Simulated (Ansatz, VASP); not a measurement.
**One calculation of Au, two programs**

File INCAR:

```
SYSTEM = Au
ALGO     = Normal         ! electronic algorithm
EDIFF    = 1E-7           ! SCF threshold, eV
EDIFFG   = -0.005         ! ionic threshold
ENCUT    = 500            ! plane-wave cutoff, eV
GGA_COMPAT= .FALSE.      
IBRION   = 2              ! ionic algorithm
ISIF     = 3              ! what is computed and relaxed
ISMEAR   = 0              ! smearing method
LASPH    = .TRUE.         ! aspherical terms in the spheres
LCHARG   = .FALSE.        ! write CHGCAR
LREAL    = .FALSE.        ! projectors in reciprocal space
LWAVE    = .FALSE.        ! write WAVECAR
NELM     = 120            ! most SCF steps
NELMIN   = 4            
NSW      = 70             ! ionic steps
PREC     = Accurate       ! precision mode
SIGMA    = 0.1            ! smearing width, eV
```

The input KPOINTS:

```
k-points
0
G
  18 18 18
  0 0 0
```

POSCAR

```
Au
1.0
    0.0000000000      2.0790566373      2.0790566373
    2.0790566373      0.0000000000      2.0790566373
    2.0790566373      2.0790566373      0.0000000000
Au
1
Direct
    0.0000000000      0.0000000000      0.0000000000
```

Input for Ansatz:

```yaml
crystal:
  lattice:
    - [0.0, 2.0790566373, 2.0790566373]
    - [2.0790566373, 0.0, 2.0790566373]
    - [2.0790566373, 2.0790566373, 0.0]
  atoms:
    - { symbol: Au, position: [0.0, 0.0, 0.0] }
basis:
  ecutwfc: 420
kpoints:
  mp_grid: { grid: [18, 18, 18] }
hamiltonian:
  xc: lda
scf:
  occupations: { method: gaussian, width: 0.1 }
output:
  forces: true
  stress: true
  eigenvalues: true
  write_density: true
  write_potential: true
  elf: true
  volumetric_format: npy
relax:
  adjacent_minimum: "off"
  f_tol: 0.005
  max_steps: 50
  cell: { stress_tol: 0.05 }
```

Alike in both runs: task relaxation of cell and atoms; functional LDA; k mesh 18 × 18 × 18; occupations gaussian, width 0.1 eV; no spin polarisation.

|  | VASP | Ansatz |
| --- | --- | --- |
| version | VASP 6.6.1 | Ansatz 0.2.0 |
| potentials or method | VASP PAW LDA potentials, release 64 (Au_sv_GW), cutoff 500 eV | scalar-relativistic, plane waves, PAW |
| valence electrons in the cell | 19 | 19 |

|  | VASP | Ansatz | Ansatz less VASP |
| --- | --- | --- | --- |
| gap on the k mesh at the Fermi level, each at its own relaxed structure (eV) | none | none | - |
| relaxed volume (Å³/atom) | 16.58 | 16.59 | +0.007 |
| relaxed cell length with the largest relative difference (Å) | 2.862 | 2.863 | +0.0004 |

LDA's correlation is that of Perdew and Zunger in VASP and of Perdew and Wang (1992) in Ansatz. A gap of «none» marks a metal or a gap that the smearing closes.

Neither program's run includes spin-orbit coupling.
